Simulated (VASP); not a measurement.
Crystal: Li.

```
CELL_PARAMETERS angstrom
0.00000 2.21072 2.21072
2.21072 0.00000 2.21072
2.21072 2.21072 0.00000
ATOMIC_POSITIONS crystal
Li 0.00000 0.00000 0.00000
```

| Quantity | Value |
| --- | --- |
| Program | VASP 6.6.1 |
| Task | relaxation of cell and atoms |
| Functional | PBEsol |
| Potentials or basis | VASP PAW PBE potentials, release 64 (Li_sv) |
| Cutoff | 600 eV |
| k mesh | 12 × 12 × 12 |
| Occupations | fermi-dirac, width 0.1 eV |
| Spin | no spin polarisation |

At the start: pressure -0.9 GPa; volume 21.61 Å³/atom.

Task: How do energy, volume and symmetry change on relaxing?

Result: Over 4 steps the energy falls by 5.1 meV/atom and the volume is 19.94 Å³/atom (-7.7 %); space group Fm-3m (No. 225, to 0.05 Å).

Step by step:
```
step  energy change (eV)  largest force (eV/Å)  pressure (GPa)  volume (Å³)
   1              0.0000                0.0000           -0.93        21.61
   2             -0.0020                0.0000           -0.74        21.22
   3             -0.0048                0.0000           -0.23        20.32
   4             -0.0051                0.0000            0.01        19.94
```

Final structure:
```
Li
1.0
     0.00000    2.15237    2.15237
     2.15237    0.00000    2.15237
     2.15237    2.15237    0.00000
Li
1
Direct
  0.00000 0.00000 0.00000
```

Caveat: the cutoff is under 1.25 times the usual one of these potentials, so pressure, stress and relaxed cells hold a basis-set (Pulay) error; the PAW data sets were made with another functional, which shifts forces and pressure a little.
